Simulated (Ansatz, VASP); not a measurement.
PbI2 in VASP and in Ansatz

INCAR

```
SYSTEM = PbI2
PREC = Accurate
ENCUT = 500
EDIFF = 1E-6
ISMEAR = -1
SIGMA = 0.03
LREAL = .FALSE.
LASPH = .TRUE.
NELM = 120
ALGO = Normal
ISIF = 2
LWAVE = .FALSE.
LCHARG = .FALSE.
GGA = PE
NBANDS = 21
GGA_COMPAT = .FALSE.
```

The input KPOINTS:

```
regular mesh
0
G
  7 7 4
  0 0 0
```

File POSCAR:

```
PbI2
1.0
    4.4125961816      0.0000000000      0.0000000000
   -2.2062980908      3.8214203899      0.0000000000
    0.0000000000      0.0000000000      6.7405912200
Pb I
1 2
Direct
    0.0000000000      0.0000000000      0.0000000000
    0.6666666667      0.3333333333      0.7151065040
    0.3333333333      0.6666666667      0.2848934960
```

Input for Ansatz:

```yaml
crystal:
  lattice:
    - [4.4125961816, 0.0, 0.0]
    - [-2.2062980908, 3.8214203899, 0.0]
    - [0.0, 0.0, 6.74059122]
  atoms:
    - { symbol: Pb, position: [0.0, 0.0, 0.0] }
    - { symbol: I, position: [0.6666666667, 0.3333333333, 0.715106504] }
    - { symbol: I, position: [0.3333333333, 0.6666666667, 0.284893496] }
kpoints:
  mp_grid: { grid: [7, 7, 4] }
  band_path:
    path:
      - [0.0, 0.0, 0.0]
      - [0.5, 0.0, 0.0]
      - [0.3333333333, 0.3333333333, 0.0]
      - [0.0, 0.0, 0.0]
      - [0.0, 0.0, 0.5]
      - [0.5, 0.0, 0.5]
      - [0.3333333333, 0.3333333333, 0.5]
      - [0.0, 0.0, 0.5]
      - [0.5, 0.0, 0.5]
    npoints: 6
scf:
  occupations: { method: fermi_dirac, width: 0.03 }
hamiltonian:
  xc: pbe
  pseudopotentials: { kind: all_electron, lapw: { basis_error: 0.001 } }
output:
  forces: true
  stress: true
  eigenvalues: true
  populations: true
```

Change from the starting cell: volume scaled by 0.85, LAPW.

Alike in both runs: task single point; functional PBE; k mesh 7 × 7 × 4; occupations fermi-dirac, width 0.03 eV; no spin polarisation.

|  | VASP | Ansatz |
| --- | --- | --- |
| version | VASP 6.6.1 | Ansatz 0.2.0 |
| potentials or method | VASP PAW PBE potentials, release 64 (Pb_d, I), cutoff 500 eV | all-electron LAPW, scalar-relativistic |

```tsv
	VASP	Ansatz	Ansatz less VASP
gap on the k mesh at the Fermi level (eV)	1.99	1.99	0.000
pressure (GPa)	3.5	3.5	+0.02
```

Ansatz ran all-electron here, and VASP with PAW potentials.

Spin-orbit coupling is off throughout.
